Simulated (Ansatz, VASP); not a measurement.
## One calculation of TiAl, two programs

```
Ti Al
1.0
     3.17906    0.03576    0.00000
     0.03576    3.17906    0.00000
     0.00000    0.00000    3.17906
Ti Al
1 1
Direct
  0.00000 0.00000 0.00000
  0.50000 0.50000 0.50000
```

Change from the starting cell: strain +0.0225 x Voigt [0, 0, 0, 0, 0, 1], atoms carried along.

Alike in both runs: task single point; functional r2SCAN; k mesh 16 × 16 × 16; occupations gaussian, width 0.15 eV; no spin polarisation.

|  | VASP | Ansatz |
| --- | --- | --- |
| version | VASP 6.6.1 | Ansatz 0.2.0 |
| potentials or method | VASP PAW PBE potentials, release 64 (Ti_sv, Al), cutoff 520 eV | scalar-relativistic, plane waves, PAW |
| valence electrons in the cell | 15 | 15 |

Ansatz gave:

```
gap on the k mesh at the Fermi level (eV)                     : none
pressure (GPa)                                                : -0.7
traceless stress, the component that is largest in VASP (GPa) : -1.75
```

Q: Which values does VASP return?

A: gap on the k mesh at the Fermi level (eV): none; pressure (GPa): -0.6; traceless stress, the component that is largest in VASP (GPa): -1.74.

VASP's potentials were made for PBE, not for r2SCAN. A gap of «none» marks a metal or a gap that the smearing closes. With one functional, cell and mesh, what is left measures potentials, basis and numerics.
